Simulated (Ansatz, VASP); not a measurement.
One calculation of Lu, two programs

```
CELL_PARAMETERS angstrom
3.43159 0.00000 0.00000
-1.71579 2.97184 0.00000
0.00000 0.00000 5.43758
ATOMIC_POSITIONS crystal
Lu 0.66667 0.33333 0.75000
Lu 0.33333 0.66667 0.25000
```

Alike in both runs: task single point; functional r2SCAN; k mesh 9 × 9 × 5; occupations fermi-dirac, width 0.05 eV; no spin polarisation.

|  | VASP | Ansatz |
| --- | --- | --- |
| version | VASP 6.6.1 | Ansatz 0.2.0 |
| potentials or method | VASP PAW PBE potentials, release 64 (Lu) | Ansatz PAW |
| plane-wave cutoff (eV) | 520 | 500 |
| valence electrons in the cell | 50 | 50 |

|  | VASP | Ansatz | Ansatz less VASP |
| --- | --- | --- | --- |
| gap on the k mesh at the Fermi level (eV) | none | none | - |
| pressure (GPa) | 2.8 | 2.5 | -0.36 |
| traceless stress, the component that is largest in VASP (GPa) | -0.90 | -0.94 | -0.046 |

VASP's potentials were made for PBE, not for r2SCAN. A gap of «none» marks a metal or a gap that the smearing closes. The functional is the same, so the differences come from potentials, cutoffs and numerics.

Spin-orbit coupling is off throughout.
